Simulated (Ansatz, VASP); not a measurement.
# Two plane-wave programs on SiC

```xyz
4
Lattice="3.0760 0.0000 0.0000 -1.5380 2.6639 0.0000 0.0000 0.0000 5.0480" Properties=species:S:1:pos:R:3 pbc="T T T"
Si    0.0000    1.7759    0.0000
Si    1.4765    0.9945    2.5240
C     0.0000    1.7759    1.9435
C     1.5380    0.8880    4.4675
```

Alike in both runs: task single point; functional PBE; k mesh 5 × 5 × 3; no spin polarisation.

|  | VASP | Ansatz |
| --- | --- | --- |
| version | VASP 6.6.1 | Ansatz 0.2.0 |
| potentials or method | VASP PAW PBE potentials, release 64 (Si, C) | plane waves, norm-conserving potentials |
| plane-wave cutoff (eV) | 520 | 1116 |
| occupations | gaussian, width 0.01 eV | fixed |
| valence electrons in the cell | 16 | 16 |

|  | VASP | Ansatz | Ansatz less VASP |
| --- | --- | --- | --- |
| rms of the force components (eV/Å) | 1.179 | 1.188 | +0.0081 |

Atom by atom the forces differ by 0.008 eV/Å (rms over components).

The k mesh is coarse, so the values compare programs but aren't converged.
